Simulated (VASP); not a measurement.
# MgO (R-3m) in VASP: a series of runs, part 2 of 2

VASP 6.6.1. Earlier steps stand in the parts before.

## 3. Single point, r2SCAN

This run uses another cell than the first one, of the same volume but with other edges.

Contents of POSCAR:

```
MgO
1.0
    0.8348700175      2.6238771979      2.6238771979
    2.6238771979      0.8348700175      2.6238771979
    2.6238771979      2.6238771979      0.8348700175
Mg O
1 1
Direct
    0.0000000000      0.0000000000      0.0000000000
    0.5000000000      0.5000000000      0.5000000000
```

Contents of INCAR.step1:

```
ALGO = Normal
EDIFF = 1E-4
ENCUT = 520
GGA = PE
ISMEAR = 0
LASPH = True
LCHARG = False
LREAL = False
LWAVE = True
NBANDS = 11
NELM = 60
PREC = Accurate
SIGMA = 0.05
```

Contents of INCAR.step2:

```
ALGO = Normal
EDIFF = 1E-6
ENCUT = 520
ISIF = 2
ISMEAR = 0
ISTART = 1
LASPH = True
LCHARG = False
LMIXTAU = True
LREAL = False
LWAVE = False
METAGGA = R2SCAN
NBANDS = 11
NELM = 60
PREC = Accurate
SIGMA = 0.05
```

Contents of KPOINTS:

```
k-points
0
Gamma
  10 10 10
```

Potentials or basis: VASP PAW PBE potentials, release 64 (Mg, O).

Launch:

```
$ cat potpaw_PBE.64/Mg/POTCAR potpaw_PBE.64/O/POTCAR > POTCAR
$ cp INCAR.step1 INCAR
$ mpirun -np 1 vasp_std > vasp.out
$ cp INCAR.step2 INCAR
$ mpirun -np 1 vasp_std > vasp.out
```

It took 1.7 min on 1 thread of Intel Xeon Platinum 8559C (Emerald Rapids), shared host; peak memory 0.18 GiB.

It converged, with:

```yaml
Free_energy: -11.5585 eV
Pressure: 11.3 GPa
Band_gap_on_the_k_mesh: zero (band 4 reaches 5.60 eV, above the bottom of band 5 at 5.17 eV)
```

Stress tensor (GPa, compression positive):
```
 11.29 -65.37 -65.37
-65.37  11.29 -65.37
-65.37 -65.37  11.29
```

Levels at points of the mesh, in eV from the Fermi level:
```csv
k point,band 2,band 3,band 4,band 5,band 6,band 7
"(0.00, 0.00, 0.00)",-5.34,-2.98,0.20,0.20,13.39,13.63
"(0.50, 0.00, 0.00)",-5.89,-4.02,-0.93,1.87,7.06,12.32
"(0.50, 0.50, 0.00)",-5.82,-4.55,-0.97,3.59,5.76,12.00
"(0.50, 0.50, 0.50)",-8.93,0.12,0.12,3.29,8.53,18.89
```

Caveat: the PAW data sets were made with another functional, which shifts forces and pressure a little.

## 4. Single point, r2SCAN

This run uses another cell than the first one, of the same volume but with other edges.

Contents of POSCAR:

```
MgO
1.0
   -0.1020800456      2.0853495038      2.0853495038
    2.0853495038     -0.1020800456      2.0853495038
    2.0853495038      2.0853495038     -0.1020800456
Mg O
1 1
Direct
    0.0000000000      0.0000000000      0.0000000000
    0.5000000000      0.5000000000      0.5000000000
```

Contents of INCAR.step1:

```
ALGO = Normal
EDIFF = 1E-4
ENCUT = 520
GGA = PE
ISMEAR = 0
LASPH = T
LCHARG = F
LREAL = F
LWAVE = T
NBANDS = 11
NELM = 100
PREC = Accurate
SIGMA = 0.05
```

Contents of INCAR.step2:

```
ALGO = Normal
EDIFF = 1E-6
ENCUT = 520
ISIF = 2
ISMEAR = 0
ISTART = 1
LASPH = T
LCHARG = F
LMIXTAU = T
LREAL = F
LWAVE = F
METAGGA = R2SCAN
NBANDS = 11
NELM = 100
PREC = Accurate
SIGMA = 0.05
```

KPOINTS is that of step 3.

Launch:

```
$ cat potpaw_PBE.64/Mg/POTCAR potpaw_PBE.64/O/POTCAR > POTCAR
$ cp INCAR.step1 INCAR
$ mpirun -np 1 vasp_std > vasp.out
$ cp INCAR.step2 INCAR
$ mpirun -np 1 vasp_std > vasp.out
```

It took 50 s on 1 thread of Intel Xeon Platinum 8559C (Emerald Rapids), shared host; peak memory 0.16 GiB.

It converged, with:

```
Free energy            : -16.0763 eV
Pressure               : -8.1 GPa
Band gap on the k mesh : 4.79 eV, direct
```

Stress tensor (GPa, compression positive):
```
-8.14  6.48  6.48
 6.48 -8.14  6.48
 6.48  6.48 -8.14
```

Levels at points of the mesh, in eV from the valence-band top:
| k point | band 2 | band 3 | band 4 | band 5 | band 6 | band 7 |
| --- | --- | --- | --- | --- | --- | --- |
| (0.00, 0.00, 0.00) | -0.48 | -0.48 | 0.00 | 4.79 | 15.56 | 15.56 |
| (0.50, 0.00, 0.00) | -4.85 | -1.01 | -0.66 | 8.30 | 12.66 | 16.57 |
| (0.50, 0.50, 0.00) | -4.26 | -1.92 | -1.34 | 9.29 | 10.63 | 13.40 |
| (0.50, 0.50, 0.50) | -4.51 | -1.25 | -1.25 | 7.74 | 13.77 | 15.63 |

Caveat: the PAW data sets were made with another functional, which shifts forces and pressure a little.

## 5. Single point, r2SCAN

This run uses another cell than the first one, of the same volume but with other edges.

Contents of POSCAR:

```
MgO
1.0
    0.1109905151      2.1920626730      2.1920626730
    2.1920626730      0.1109905151      2.1920626730
    2.1920626730      2.1920626730      0.1109905151
Mg O
1 1
Direct
    0.0000000000      0.0000000000      0.0000000000
    0.5000000000      0.5000000000      0.5000000000
```

Contents of INCAR.step1:

```
  PREC = Accurate
  ENCUT = 520
  ISMEAR = 0
  SIGMA = 0.05
  LREAL = F
  LASPH = T
  NELM = 60
  NBANDS = 11
  GGA = PE
  ALGO = Normal
  EDIFF = 1E-4
  LWAVE = T
  LCHARG = F
```

Contents of INCAR.step2:

```
  PREC = Accurate
  ENCUT = 520
  EDIFF = 1E-6
  ISMEAR = 0
  SIGMA = 0.05
  LREAL = F
  LASPH = T
  NELM = 60
  ALGO = Normal
  ISIF = 2
  LWAVE = F
  LCHARG = T
  METAGGA = R2SCAN
  LMIXTAU = T
  LELF = T
  LVHAR = T
  NBANDS = 11
  ISTART = 1
```

Contents of KPOINTS:

```
Automatic mesh
0
Gamma
  10 10 10
```

Potentials or basis: VASP PAW PBE potentials, release 64 (Mg, O).

Launch:

```
$ cat potpaw_PBE.64/Mg/POTCAR potpaw_PBE.64/O/POTCAR > POTCAR
$ cp INCAR.step1 INCAR
$ mpirun -np 1 vasp_std > vasp.out
$ cp INCAR.step2 INCAR
$ mpirun -np 1 vasp_std > vasp.out
```

OUTCAR:

```text
PREC = Accurate
   ENCUT = 520
   EDIFF = 1E-6
   ISMEAR = 0
   LREAL = F
   LASPH = T
   NELM = 60
   ISIF = 2
   METAGGA = R2SCAN
   ISTART = 1

 ion  position               nearest neighbor table
   1  0.000  0.000  0.000-   2 2.14   2 2.14   2 2.14   2 2.14   2 2.14   2 2.14
   2  0.500  0.500  0.500-   1 2.14   1 2.14   1 2.14   1 2.14   1 2.14   1 2.14

  LATTYP: Found a trigonal (rhomboedric) cell.
 ALAT       =     3.1020310152
 COS(alpha) =     0.5499279885

[... 513 lines left out ...]
      3       1.1736      2.00000
      4       1.5022      2.00000
      5      12.2479      0.00000
      6      13.8484      0.00000
      7      16.7729      0.00000
      8      20.9989      0.00000
      9      22.0820      0.00000
     10      28.1239      0.00000
     11      29.7061      0.00000

 [... further k-points ...]
[... 5 lines left out ...]
  --------------------------------------------------------------------------------------
  -------------------------------------------------------------------------------------
  Total       -0.9818394     -0.9818394     -0.9818394     -1.0331873     -1.0331873     -1.0331873
  in kB      -80.8045628    -80.8045628    -80.8045628    -85.0304488    -85.0304488    -85.0304488
  external PRESSURE =     -80.8045628 kB  Pullay stress =       0.0000000 kB

 VOLUME and BASIS-vectors are now :
 -----------------------------------------------------------------------------
  energy-cutoff  :      520.00
  volume of cell :       19.47
      direct lattice vectors                 reciprocal lattice vectors
     0.110990515  2.192062673  2.192062673    -0.246193135  0.234328406  0.234328406
     2.192062673  0.110990515  2.192062673     0.234328406 -0.246193135  0.234328406
     2.192062673  2.192062673  0.110990515     0.234328406  0.234328406 -0.246193135

 POSITION                                       TOTAL-FORCE (eV/Angst)
 -----------------------------------------------------------------------------------
      0.00000      0.00000      0.00000        -0.000000     -0.000000      0.000000
      2.24756      2.24756      2.24756         0.000000      0.000000     -0.000000
 -----------------------------------------------------------------------------------
    total drift:                               -0.000000     -0.000000      0.000000

  FREE ENERGIE OF THE ION-ELECTRON SYSTEM (eV)
  ---------------------------------------------------
  free  energy   TOTEN  =       -16.0587125202 eV

  energy  without entropy=      -16.0587125202  energy(sigma->0) =      -16.05871252
```

OUTCAR.step1:

```text
PREC = Accurate
   ENCUT = 520
   ISMEAR = 0
   LREAL = F
   LASPH = T
[... 557 lines left out ...]
 -----------------------------------------------------------------------------------
      0.00000      0.00000      0.00000        -0.000000      0.000000     -0.000000
      2.24756      2.24756      2.24756         0.000000     -0.000000      0.000000
 -----------------------------------------------------------------------------------
    total drift:                               -0.000000     -0.000000      0.000000

  FREE ENERGIE OF THE ION-ELECTRON SYSTEM (eV)
  ---------------------------------------------------
  free  energy   TOTEN  =       -11.8373802165 eV

  energy  without entropy=      -11.8373802165  energy(sigma->0) =      -11.83738022
```

Wall time 55 s (1 thread of Intel Xeon Platinum 8559C (Emerald Rapids), shared host); peak memory 0.16 GiB.

Results:

```yaml
Free_energy: -16.0587 eV
Pressure: -8.1 GPa
Band_gap_on_the_k_mesh: 4.86 eV, direct
```

Caveat: the PAW data sets were made with another functional, which shifts forces and pressure a little.

## 6. Overview

| cell | gap on the mesh (eV) | pressure (GPa) |
| --- | --- | --- |
| a = 3.232 Å, angles 52.2°, 2 atoms | 3.83 | -7.4 |
| a = 3.803 Å, angles 38.9°, 2 atoms | none | 11.3 |
| a = 2.951 Å, angles 63.2°, 2 atoms | 4.79 | -8.1 |
| a = 3.102 Å, angles 56.6°, 2 atoms | 4.86 | -8.1 |

Alike in all rows: task single point; level r2SCAN; potentials or basis VASP PAW PBE potentials, release 64 (Mg, O); no spin polarisation; k mesh 10 × 10 × 10; cutoff (eV) 520; smearing gaussian 0.05 eV.

Caveats: the PAW data sets were made with another functional, which shifts forces and pressure a little.

Absolute energies hang on the potentials; compare differences alone.
